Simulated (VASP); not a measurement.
# Cs (R-3m) in VASP: relaxation of cell and atoms with PBEsol

Aim: the relaxation of cell and atoms of Cs with PBEsol.

Program: VASP 6.6.1. These are calculated values, not measurements. Logs are shortened: lines on timing, memory, paths and dates and some standing lists are left out, and cuts for length are marked.

**1. The cell of the first run**

Symmetry: R-3m, No. 166, trigonal system. Conventional cell: a = 7.140 Å, b = 7.140 Å, c = 7.860 Å, α = 90.00°, β = 90.00°, γ = 120.00°.

**2. Relaxation of cell and atoms, PBEsol**

INCAR reads:

```
SYSTEM = Cs
  PREC = Accurate
  ENCUT = 600
  EDIFF = 1E-7
  ISMEAR = 0
  SIGMA = 0.1
  LREAL = .False.
  LASPH = .True.
  NELM = 100
  ALGO = Fast
  ISIF = 3
  LWAVE = .False.
  LCHARG = .False.
  GGA = PS
  IBRION = 2
  NSW = 100
  EDIFFG = -0.01
```

KPOINTS reads:

```
Automatic mesh
0
Gamma
  12 12 12
  0 0 0
```

POSCAR reads:

```
Cs
1.0
    3.5699470084      2.0611098663      2.6198635894
   -3.5699470084      2.0611098663      2.6198635894
    0.0000000000     -4.1222197326      2.6198635894
Cs
1
Direct
    0.5000000000      0.5000000000      0.5000000000
```

Potentials or basis: VASP PAW PBE potentials, release 64 (Cs_sv).

On the command line:

```
$ cat potpaw_PBE.64/Cs_sv/POTCAR > POTCAR
$ mpirun -np 1 vasp_std > vasp.out
```

OUTCAR:

```text
SYSTEM = Cs
   PREC = Accurate
   ENCUT = 600
   EDIFF = 1E-7
   ISMEAR = 0
   LREAL = .False.
   LASPH = .True.
   NELM = 100
   ISIF = 3
   GGA = PS
   IBRION = 2
   NSW = 100
   EDIFFG = -0.01

 ion  position               nearest neighbor table
   1  0.500  0.500  0.500-

  LATTYP: Found a trigonal (rhomboedric) cell.
 ALAT       =     4.8842994125
 COS(alpha) =    -0.0684371427

  Lattice vectors:

 A1 = (   3.5699470084,   2.0611098663,   2.6198635894)
 A2 = (  -3.5699470084,   2.0611098663,   2.6198635894)
 A3 = (   0.0000000000,  -4.1222197326,   2.6198635894)

Analysis of symmetry for initial positions (statically):
=====================================================================
 Subroutine PRICEL returns:
 Original cell was already a primitive cell.

 Routine SETGRP: Setting up the symmetry group for a
 trigonal (rhombohedral) supercell.

 Subroutine GETGRP returns: Found 12 space group operations
 (whereof 12 operations were pure point group operations)
 out of a pool of 12 trial point group operations.

The static configuration has the point symmetry D_3d.

Analysis of symmetry for dynamics (positions and initial velocities):
=====================================================================
 Subroutine PRICEL returns:
 Original cell was already a primitive cell.

 Routine SETGRP: Setting up the symmetry group for a
 trigonal (rhombohedral) supercell.

 Subroutine GETGRP returns: Found 12 space group operations
 (whereof 12 operations were pure point group operations)
 out of a pool of 12 trial point group operations.

The dynamic configuration has the point symmetry D_3d.

 Subroutine INISYM returns: Found 12 space group operations
 (whereof 12 operations are pure point group operations),
 and found     1 'primitive' translations

----------------------------------------------------------------------------------------

                                     Primitive cell

  volume of cell :     115.6626

  direct lattice vectors                    reciprocal lattice vectors
     3.569947008  2.061109866  2.619863589     0.140058101  0.080862583  0.127233088
    -3.569947008  2.061109866  2.619863589    -0.140058101  0.080862583  0.127233088
     0.000000000 -4.122219733  2.619863589     0.000000000 -0.161725165  0.127233088

  length of vectors
     4.884299412  4.884299412  4.884299412     0.205774847  0.205774847  0.205774847

  position of ions in fractional coordinates (direct lattice)
     0.500000000  0.500000000  0.500000000

  ion indices of the primitive-cell ions
[... 99 lines left out ...]
   GGA     = PS    functional components
   LHFCALC =     F    Hartree Fock is set to
   AEXX    =    0.0000 exact exchange contribution
   IVDW    =     0    specifies the selected vdW correction
   LEPSILON=     F    determine dielectric tensor
   LRPA    =     F    only Hartree local field effects (RPA)
 conjugate gradient relaxation of ions
 non-spin polarized calculation
 RMM-DIIS sequential band-by-band and
 Gauss-broadening in eV      SIGMA  =   0.10
  energy-cutoff  :      600.00
  volume of cell :      115.66
 maximum number of plane-waves:      3898
   NGX = 19   NGY = 19   NGZ = 19

--------------------------------------- Ionic step        1  -------------------------------------------

 number of electron       9.0000001 magnetization

 Free energy of the ion-electron system (eV)
  ---------------------------------------------------
  ext. energy  EPLUGINS =         0.00000000
  ---------------------------------------------------
  free energy    TOTEN  =        -0.85206157 eV

  energy without entropy =       -0.84656807  energy(sigma->0) =       -0.84931482

------------------------ aborting loop because EDIFF is reached ----------------------------------------

  FORCE on cell =-STRESS in cart. coord.  units (eV):
  Direction    XX          YY          ZZ          XY          YZ          ZX
  --------------------------------------------------------------------------------------
  -------------------------------------------------------------------------------------
  Total        0.0768788      0.0768788     -0.0639577      0.0000000      0.0000000      0.0000000
  in kB        1.0649375      1.0649375     -0.8859524      0.0000000      0.0000000      0.0000000
  external PRESSURE =       0.4146408 kB  Pullay stress =       0.0000000 kB
[... 86 lines left out ...]
  FREE ENERGIE OF THE ION-ELECTRON SYSTEM (eV)
  ---------------------------------------------------
  free  energy   TOTEN  =        -0.8551595796 eV

  energy  without entropy=       -0.8497721807  energy(sigma->0) =       -0.85246588

 E-fermi :  -0.0134     XC(G=0):  -5.0380

 val. band max:       -0.0204309815   @ k =  -0.2500   0.4167   0.1667
 cond. band min:      -0.0047976981   @ k =   0.5000   0.1667   0.0000
 fundamental gap:      0.0156332834
 Fermi energy:        -0.0134211393

 k-point     1 :       0.0000    0.0000    0.0000
  band No.  band energies     occupation
      1     -23.9863      2.00000
      2     -10.7284      2.00000
      3     -10.7221      2.00000
      4     -10.7221      2.00000
      5      -1.5165      2.00000
      6       2.2614      0.00000
      7       2.2614      0.00000
      8       2.5414      0.00000
[... 243 lines left out ...]
 k-point    24 :      -0.4167    0.1667    0.0000
  band No.  band energies     occupation
      1     -23.9839      2.00000
      2     -10.7852      2.00000
      3     -10.7431      2.00000
      4     -10.7273      2.00000
      5      -0.4085      2.00000
      6       1.2018      0.00000
      7       1.6325      0.00000
      8       2.9598      0.00000

 [... further k-points ...]

[... ionic steps 4 to 18 ...]

--------------------------------------- Ionic step       19  -------------------------------------------

 number of electron       8.9999999 magnetization

------------------------ aborting loop because EDIFF is reached ----------------------------------------
[... 65 lines left out ...]
--------------------------------------- Ionic step       21  -------------------------------------------

 number of electron       8.9999998 magnetization

 Free energy of the ion-electron system (eV)
  ---------------------------------------------------
  ext. energy  EPLUGINS =         0.00000000
  ---------------------------------------------------
  free energy    TOTEN  =        -0.94304561 eV

  energy without entropy =       -0.93444741  energy(sigma->0) =       -0.93874651

 E-fermi :   0.5150     XC(G=0):  -5.6283

 val. band max:        0.4750171763   @ k =   0.5000   0.3333   0.0833
 cond. band min:       0.5242798476   @ k =   0.5000  -0.0000   0.0000
 fundamental gap:      0.0492626713
 Fermi energy:         0.5149956971

 k-point     1 :       0.0000    0.0000    0.0000
  band No.  band energies     occupation
      1     -23.2970      2.00000
      2     -10.0070      2.00000
      3     -10.0069      2.00000
      4     -10.0069      2.00000
      5      -1.2269      2.00000
      6       3.0493      0.00000
      7       3.0496      0.00000
      8       3.0496      0.00000
[... 281 lines left out ...]
  FREE ENERGIE OF THE ION-ELECTRON SYSTEM (eV)
  ---------------------------------------------------
  free  energy   TOTEN  =        -0.9430456130 eV

  energy  without entropy=       -0.9344474069  energy(sigma->0) =       -0.93874651

 reached required accuracy - stopping structural energy minimisation
```

Run time: 28 min. Hardware: 1 thread of Intel Xeon Platinum 8375C at 2.90GHz (Ice Lake), shared host; peak memory 0.44 GiB.

Results:

```yaml
Free_energy: -0.9430 eV
Relaxed_volume: 108.58 Å³/atom
Relaxed_cell: a = 5.206 Å, b = 5.206 Å, c = 5.206 Å, α = 109.47°, β = 109.47°, γ = 109.47°
Space_group_after_relaxing_to_0.1_Å: Im-3m (No. 229)
Energy_gained_by_relaxing: 91.0 meV/atom
Ionic_steps: 21
Pressure_after_relaxing: 0.0 GPa
Band_gap_on_the_k_mesh: zero (an odd number of electrons rules out a gap without spin polarisation)
```

Step by step:
| step | energy change (eV) | largest force (eV/Å) | pressure (GPa) | volume (Å³) |
| --- | --- | --- | --- | --- |
| 1 | 0.0000 | 0.0000 | 0.04 | 115.66 |
| 2 | -0.0008 | 0.0000 | 0.04 | 116.16 |
| 3 | -0.0031 | 0.0000 | 0.01 | 117.65 |
| 4 | -0.0078 | 0.0000 | -0.05 | 120.56 |
| 5 | -0.0168 | 0.0000 | -0.13 | 126.12 |
| 6 | -0.0314 | 0.0000 | -0.27 | 136.00 |
| 7 | -0.0320 | 0.0000 | -0.27 | 136.16 |
| 8 | -0.0339 | 0.0000 | -0.28 | 136.63 |
| 9 | -0.0376 | 0.0000 | -0.30 | 137.48 |
| 10 | -0.0441 | 0.0000 | -0.32 | 138.85 |
| 11 | -0.0501 | 0.0000 | -0.34 | 140.13 |
| 12 | -0.0485 | 0.0000 | -0.34 | 139.67 |
| 13 | -0.0543 | 0.0000 | -0.33 | 137.26 |
| 14 | -0.0695 | 0.0000 | -0.28 | 130.08 |
| 15 | -0.0857 | 0.0000 | -0.12 | 116.06 |
| 16 | -0.0858 | 0.0000 | -0.09 | 113.97 |
| 17 | -0.0859 | 0.0000 | -0.10 | 114.48 |
| 18 | -0.0875 | 0.0000 | -0.08 | 113.44 |
| 19 | -0.0904 | 0.0000 | -0.04 | 110.45 |
| 20 | -0.0885 | 0.0000 | 0.09 | 104.35 |
| 21 | -0.0910 | 0.0000 | 0.00 | 108.58 |

Final structure:
```
CELL_PARAMETERS angstrom
4.25027 2.45390 1.73519
-4.25027 2.45390 1.73519
0.00000 -4.90779 1.73519
ATOMIC_POSITIONS crystal
Cs 0.50000 0.50000 0.50000
```

Levels at points of the mesh, in eV from the Fermi level:
| k point | band 1 | band 2 | band 3 | band 4 | band 5 | band 6 | band 7 | band 8 |
| --- | --- | --- | --- | --- | --- | --- | --- | --- |
| (0.00, 0.00, 0.00) | -23.81 | -10.52 | -10.52 | -10.52 | -1.74 | 2.53 | 2.53 | 2.53 |
| (0.50, 0.00, 0.00) | -23.80 | -10.69 | -10.58 | -10.52 | 0.01 | 0.94 | 1.64 | 3.30 |
| (0.50, 0.50, 0.00) | -23.80 | -10.69 | -10.58 | -10.52 | 0.01 | 0.94 | 1.64 | 3.30 |
| (0.50, 0.50, 0.50) | -23.80 | -10.64 | -10.64 | -10.64 | 0.61 | 0.61 | 3.15 | 4.70 |

Caveat: the PAW data sets were made with another functional, which shifts forces and pressure a little; spin-orbit coupling is left out, which moves the levels of the heavy elements.

The gap in the log of VASP goes by the Fermi energy; the results here count the filled bands.